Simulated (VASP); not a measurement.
Wanted: the native input for a VASP 6.6.1 run.

```
Task                   : single point
Functional             : PBE
Potentials or basis    : VASP PAW PBE potentials, release 64 (Rb_sv, H)
Cutoff                 : 520 eV
k mesh                 : 8 × 8 × 8
Occupations            : gaussian, width 0.1 eV
Spin                   : no spin polarisation
Dipole correction      : no
Further INCAR settings : ALGO = Normal; EDIFF = 1e-07; NBANDS = 22
```

The structure of Rb3H lies in POSCAR:

```
Rb3H
1.0
    6.2243664442      0.0000000000      0.0000000000
    0.0000000000      6.2243664442      0.0000000000
    0.0000000000      0.0000000000      6.2243664442
Rb H
3 1
Direct
    0.0000000000      0.5000000000      0.5000000000
    0.5000000000      0.0000000000      0.5000000000
    0.5000000000      0.5000000000      0.0000000000
    0.0000000000      0.0000000000      0.0000000000
```

One way to write it, as run:

INCAR

```
PREC = Accurate
ENCUT = 520
EDIFF = 1E-7
ISMEAR = 0
SIGMA = 0.1
LREAL = F
LASPH = T
NELM = 100
ALGO = Normal
ISIF = 2
LWAVE = F
LCHARG = F
GGA = PE
NBANDS = 22
```

KPOINTS

```
Automatic mesh
0
Gamma
  8 8 8
```

Potentials or basis: VASP PAW PBE potentials, release 64 (Rb_sv, H).

Run with:

```sh
$ cat potpaw_PBE.64/Rb_sv/POTCAR potpaw_PBE.64/H/POTCAR > POTCAR
$ mpirun -np 1 vasp_std > vasp.out
```

Results of the run:

| Property | Result |
| --- | --- |
| Pressure | 0.0 GPa |
| Band gap on the k mesh | zero (bands 14 and 15 overlap by 0.40 eV) |

It took 2.9 min on 1 thread of AMD EPYC 7R13 Processor (Zen 3), on a shared host, peak memory 0.36 GiB.
